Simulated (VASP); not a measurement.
# KI in VASP: a series of runs, part 2 of 2

VASP 6.6.1.

## (4) Single point, PBE

This run uses another cell than the first one, of 44.66 Å³/atom.

INCAR

```
ALGO     = Normal         # electronic algorithm
EDIFF    = 1E-7           # SCF threshold, eV
ENCUT    = 520            # plane-wave cutoff, eV
GGA      = PE             # functional
ISIF     = 2              # what is computed and relaxed
ISMEAR   = -1             # smearing method
LASPH    = T              # aspherical terms in the spheres
LCHARG   = F              # write CHGCAR
LREAL    = F              # projectors in reciprocal space
LWAVE    = F              # write WAVECAR
NBANDS   = 15             # bands
NELM     = 60             # most SCF steps
PREC     = Accurate       # precision mode
SIGMA    = 0.01           # smearing width, eV
```

KPOINTS

```
k-points
0
Gamma
  8 8 8
```

POSCAR

```
KI
1.0
    0.0000000000      3.5597955000      3.5245500000
    3.5597955000      0.0000000000      3.5245500000
    3.5597955000      3.5597955000      0.0000000000
K I
1 1
Direct
    0.0000000000      0.0000000000      0.0000000000
    0.5000000000      0.5000000000      0.5000000000
```

Potentials or basis: VASP PAW PBE potentials, release 64 (K_sv, I).

The run is started by

```bash
$ cat potpaw_PBE.64/K_sv/POTCAR potpaw_PBE.64/I/POTCAR > POTCAR
$ mpirun -np 1 vasp_std > vasp.out
```

OUTCAR:

```text
EDIFF = 1E-7
   ENCUT = 520
   GGA = PE
   ISIF = 2
   ISMEAR = -1
   LASPH = T
   LREAL = F
   NELM = 60
   PREC = Accurate

 ion  position               nearest neighbor table
   1  0.000  0.000  0.000-   2 3.52   2 3.52   2 3.56   2 3.56   2 3.56   2 3.56
   2  0.500  0.500  0.500-   1 3.52   1 3.52   1 3.56   1 3.56   1 3.56   1 3.56

  LATTYP: Found a body centered tetragonal cell.
 ALAT       =     5.0343110754
 C/A-ratio  =     1.4002114479

  Lattice vectors:

 A1 = (   0.0000000000,  -3.5597955000,  -3.5245500000)
 A2 = (   0.0000000000,   3.5597955000,  -3.5245500000)
 A3 = (   3.5597955000,   0.0000000000,   3.5245500000)

Analysis of symmetry for initial positions (statically):
=====================================================================
 Subroutine PRICEL returns:
 Original cell was already a primitive cell.

 Routine SETGRP: Setting up the symmetry group for a
 body centered tetragonal supercell.

 Subroutine GETGRP returns: Found 16 space group operations
 (whereof 16 operations were pure point group operations)
 out of a pool of 16 trial point group operations.

The static configuration has the point symmetry D_4h.

Analysis of symmetry for dynamics (positions and initial velocities):
=====================================================================
 Subroutine PRICEL returns:
 Original cell was already a primitive cell.

 Routine SETGRP: Setting up the symmetry group for a
 body centered tetragonal supercell.

 Subroutine GETGRP returns: Found 16 space group operations
 (whereof 16 operations were pure point group operations)
 out of a pool of 16 trial point group operations.

The dynamic configuration has the point symmetry D_4h.

 Subroutine INISYM returns: Found 16 space group operations
 (whereof 16 operations are pure point group operations),
 and found     1 'primitive' translations

----------------------------------------------------------------------------------------

                                     Primitive cell
[... 121 lines left out ...]
   LRPA    =     F    only Hartree local field effects (RPA)
 non-spin polarized calculation
  energy-cutoff  :      520.00
  volume of cell :       89.33
 maximum number of plane-waves:      2426
 NGX is ok and might be reduce to    40
   NGX = 19   NGY = 19   NGZ = 19

 number of electron      15.9999999 magnetization

 Free energy of the ion-electron system (eV)
  ---------------------------------------------------
  ext. energy  EPLUGINS =         0.00000000
  ---------------------------------------------------
  free energy    TOTEN  =        -5.55979484 eV

  energy without entropy =       -5.55979484  energy(sigma->0) =       -5.55979484

 E-fermi :  -0.2378     XC(G=0):  -7.1270

 val. band max:       -0.4806119865   @ k =   0.0000   0.0000   0.0000
 cond. band min:       3.4511743751   @ k =   0.0000   0.0000   0.0000
 fundamental gap:      3.9317863615
 Fermi energy:        -0.2377707900

 k-point     1 :       0.0000    0.0000    0.0000
  band No.  band energies     occupation
      1     -29.0064      2.00000
      2     -12.4926      2.00000
      3     -12.4925      2.00000
      4     -12.4925      2.00000
      5     -10.9648      2.00000
      6      -0.4824      2.00000
      7      -0.4824      2.00000
      8      -0.4806      2.00000
      9       3.4512      0.00000
     10       6.0003      0.00000
     11       6.0003      0.00000
     12       6.0593      0.00000
     13       6.7087      0.00000
     14       6.7484      0.00000
[... 401 lines left out ...]
      2     -12.5881      2.00000
      3     -12.4978      2.00000
      4     -12.4970      2.00000
      5     -10.7725      2.00000
      6      -1.4854      2.00000
      7      -0.7983      2.00000
      8      -0.7438      2.00000
      9       5.0099      0.00000
     10       6.0208      0.00000
     11       7.1470      0.00000
     12       7.2672      0.00000
     13       7.8233      0.00000
     14       7.9049      0.00000
     15       9.3533      0.00000

 [... further k-points ...]

------------------------ aborting loop because EDIFF is reached ----------------------------------------

  FORCE on cell =-STRESS in cart. coord.  units (eV):
  Direction    XX          YY          ZZ          XY          YZ          ZX
  --------------------------------------------------------------------------------------
  -------------------------------------------------------------------------------------
  Total        0.2015271      0.2015271      0.3431517      0.0000000      0.0000000      0.0000000
  in kB        3.6145998      3.6145998      6.1547854      0.0000000      0.0000000      0.0000000
  external PRESSURE =       4.4613284 kB  Pullay stress =       0.0000000 kB

 VOLUME and BASIS-vectors are now :
 -----------------------------------------------------------------------------
  energy-cutoff  :      520.00
  volume of cell :       89.33
      direct lattice vectors                 reciprocal lattice vectors
     0.000000000  3.559795500  3.524550000    -0.140457507  0.140457507  0.141862082
     3.559795500  0.000000000  3.524550000     0.140457507 -0.140457507  0.141862082
     3.559795500  3.559795500  0.000000000     0.140457507  0.140457507 -0.141862082

 POSITION                                       TOTAL-FORCE (eV/Angst)
 -----------------------------------------------------------------------------------
      0.00000      0.00000      0.00000         0.000000     -0.000000      0.000000
      3.55980      3.55980      3.52455         0.000000      0.000000      0.000000
 -----------------------------------------------------------------------------------
    total drift:                                0.000000     -0.000000     -0.000000

  FREE ENERGIE OF THE ION-ELECTRON SYSTEM (eV)
  ---------------------------------------------------
  free  energy   TOTEN  =        -5.5597948414 eV

  energy  without entropy=       -5.5597948414  energy(sigma->0) =       -5.55979484
```

OSZICAR:

```text
N       E                     dE             d eps       ncg     rms          rms(c)
DAV:   1     0.893683314352E+02    0.89368E+02   -0.64536E+03  1770   0.905E+02
DAV:   2     0.121394784668E+00   -0.89247E+02   -0.83524E+02  2262   0.212E+02
DAV:   3    -0.533453612801E+01   -0.54559E+01   -0.54306E+01  2513   0.458E+01
DAV:   4    -0.564104617372E+01   -0.30651E+00   -0.30640E+00  2902   0.913E+00
DAV:   5    -0.564280454282E+01   -0.17584E-02   -0.17583E-02  2531   0.752E-01    0.298E+00
DAV:   6    -0.555808593844E+01    0.84719E-01   -0.95954E-02  2323   0.178E+00    0.213E+00
DAV:   7    -0.555377886390E+01    0.43071E-02   -0.11350E-01  2449   0.168E+00    0.785E-01
DAV:   8    -0.555915054629E+01   -0.53717E-02   -0.12096E-02  1947   0.709E-01    0.130E-01
DAV:   9    -0.555963463502E+01   -0.48409E-03   -0.94551E-04  2519   0.178E-01    0.771E-02
DAV:  10    -0.555974478460E+01   -0.11015E-03   -0.11296E-04  2234   0.574E-02    0.213E-02
DAV:  11    -0.555979471308E+01   -0.49928E-04   -0.62979E-05  2134   0.465E-02    0.185E-02
DAV:  12    -0.555979453185E+01    0.18123E-06   -0.26115E-06  2428   0.126E-02    0.105E-02
DAV:  13    -0.555979470015E+01   -0.16830E-06   -0.64952E-07  2197   0.423E-03    0.305E-03
DAV:  14    -0.555979490184E+01   -0.20169E-06   -0.25804E-07  2337   0.253E-03    0.145E-03
DAV:  15    -0.555979484139E+01    0.60449E-07   -0.12699E-08  1760   0.827E-04
   1 F= -.55597948E+01 E0= -.55597948E+01  d E =-.787818E-13
```

Wall time 2.5 min (1 thread of Intel Xeon 8259CL, shared host); peak memory 0.28 GiB.

What came out:

* Free energy: -5.5598 eV
* Pressure: 0.4 GPa
* Band gap on the k mesh: 3.93 eV

Caveat: spin-orbit coupling is left out, which moves the levels of the heavy elements.
